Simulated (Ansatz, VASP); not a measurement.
## One calculation of C, two programs

The input POSCAR:

```
C
1.0
    2.1690430626     -1.2523725254      0.0000000000
    2.1690430626      1.2523725254      0.0000000000
   -1.4061170787      0.0000000000      3.5715304629
C
2
Direct
    0.1666444700      0.1666444700      0.9999069600
    0.8333555300      0.8333555300      0.0000930400
```

File INCAR.step1:

```
SYSTEM = C
PREC = Accurate
ENCUT = 520
EDIFF = 1E-5
ISMEAR = -1
SIGMA = 0.05
LREAL = .False.
LASPH = .True.
NELM = 100
ALGO = Normal
ISIF = 2
LWAVE = .True.
LCHARG = .False.
NBANDS = 11
GGA = PE
```

File INCAR.step2:

```
SYSTEM = C
PREC = Accurate
ENCUT = 520
EDIFF = 1E-6
ISMEAR = -1
SIGMA = 0.05
LREAL = .False.
LASPH = .True.
NELM = 100
ALGO = Normal
ISIF = 2
LWAVE = .False.
LCHARG = .False.
GGA = PE
LHFCALC = .True.
AEXX = 0.25
PRECFOCK = Normal
NBANDS = 11
ISTART = 1
```

File KPOINTS:

```
regular mesh
0
Gamma
  8 8 4
  0 0 0
```

The input input:

```
crystal:
  lattice:
    - [2.1690430626, -1.2523725254, 0.0]
    - [2.1690430626, 1.2523725254, 0.0]
    - [-1.4061170787, 0.0, 3.5715304629]
  atoms:
    - { symbol: C, position: [0.16664447, 0.16664447, 0.99990696] }
    - { symbol: C, position: [0.83335553, 0.83335553, 9.304e-05] }
hamiltonian:
  xc: pbe0
  pseudopotentials: { kind: paw }
kpoints:
  mp_grid: { grid: [8, 8, 4] }
scf:
  occupations: { method: fermi_dirac, width: 0.05 }
output:
  forces: true
  stress: true
  eigenvalues: true
  write_density: true
  write_potential: true
  elf: true
  volumetric_format: npy
```

Alike in both runs: task single point; functional PBE0; k mesh 8 × 8 × 4; occupations fermi-dirac, width 0.05 eV; no spin polarisation.

|  | VASP | Ansatz |
| --- | --- | --- |
| version | VASP 6.6.1 | Ansatz 0.2.0 |
| potentials or method | VASP PAW PBE potentials, release 64 (C) | Ansatz PAW |
| plane-wave cutoff (eV) | 520 | 420 |
| valence electrons in the cell | 8 | 8 |

```csv
,VASP,Ansatz,Ansatz less VASP
gap on the k mesh at the Fermi level (eV),2.62,2.56,-0.058
least direct gap on the mesh (eV),2.62,2.56,-0.058
pressure (GPa),-16.1,-16.5,-0.45
"traceless stress, the component that is largest in VASP (GPa)",17.07,17.68,+0.611
rms of the force components (eV/Å),0.005,0.005,-0.0001
```

Atom by atom the forces differ by 0.000 eV/Å (rms over components).

The k mesh is coarse, so the values compare programs but aren't converged.
